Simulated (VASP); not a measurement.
# CaO: single point with PBEsol

The system is CaO.

```xyz
4
Lattice="3.9920 0.0000 0.0000 -1.9960 3.4572 0.0000 0.0000 0.0000 4.7848" Properties=species:S:1:pos:R:3 pbc="T T T"
Ca    0.0000    2.3048    3.5886
Ca    1.9960    1.1524    1.1962
O     0.0000    2.3048    1.1962
O     1.9960    1.1524    3.5886
```

```yaml
Program: VASP 6.6.1
Task: single point
Functional: PBEsol
Potentials_or_basis: VASP PAW PBE potentials, release 64 (Ca_sv, O)
Cutoff: 520 eV
k_mesh: 5 × 5 × 3
Occupations: gaussian, width 0.01 eV
Spin: no spin polarisation
Dipole_correction: no
Further_INCAR_settings: ALGO = Normal; EDIFF = 1e-06; NBANDS = 24
```

The pressure is -1.9 GPa and the band gap on the k mesh is 3.03 eV, direct.

Stress tensor (GPa, compression positive):
```
-1.82  0.00  0.00
 0.00 -1.82  0.00
 0.00  0.00 -1.96
```

Levels at points of the mesh, in eV from the valence-band top:
| k point | band 12 | band 13 | band 14 | band 15 | band 16 | band 17 | band 18 | band 19 | band 20 | band 21 |
| --- | --- | --- | --- | --- | --- | --- | --- | --- | --- | --- |
| (0.00, 0.00, 0.00) | -1.21 | -1.16 | -1.16 | -1.11 | 0.00 | 3.03 | 6.09 | 6.09 | 7.68 | 7.71 |

It took 40 s on 1 thread of AMD EPYC 7R13, with other jobs on the host, peak memory 0.15 GiB.

Caveat: the k points lie up to 0.44 Å⁻¹ apart; the PAW data sets were made with another functional, which shifts forces and pressure a little.
